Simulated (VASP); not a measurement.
Re: single point with PBEsol

The system is Re.

```
CELL_PARAMETERS angstrom
0.00000 1.95949 1.95949
1.95949 0.00000 1.95949
1.95949 1.95949 0.00000
ATOMIC_POSITIONS crystal
Re 0.00000 0.00000 0.00000
```

This isn't the form of Re at room conditions, which is hcp.

```json
{
  "Program": "VASP 6.6.1",
  "Task": "single point",
  "Functional": "PBEsol",
  "Potentials or basis": "VASP PAW PBE potentials, release 64 (Re)",
  "Cutoff": "520 eV",
  "k mesh": "18 × 18 × 18",
  "Occupations": "gaussian, width 0.1 eV",
  "Spin": "no spin polarisation",
  "Dipole correction": "no",
  "Further INCAR settings": "ALGO = Normal; EDIFF = 1e-07; NBANDS = 10"
}
```

```yaml
Pressure: -11.1 GPa
Band_gap_on_the_k_mesh: zero (an odd number of electrons rules out a gap without spin polarisation)
```

Levels at points of the mesh, in eV from the Fermi level:
```csv
k point,band 1,band 2,band 3,band 4,band 5,band 6,band 7,band 8
"(0.00, 0.00, 0.00)",-9.99,-1.85,-1.85,-1.85,1.23,1.23,13.95,19.45
"(0.50, 0.00, 0.00)",-6.72,-2.05,-2.05,0.19,3.71,3.71,9.64,13.43
"(0.50, 0.50, 0.00)",-6.64,-5.78,2.72,3.66,4.44,4.44,12.11,12.11
```

It took 65 s on 1 thread of Intel Xeon 8259CL, with other jobs on the host, peak memory 0.16 GiB.

Caveat: the cell stands under tension; the PAW data sets were made with another functional, which shifts forces and pressure a little; spin-orbit coupling is left out, which moves the levels of the heavy elements.
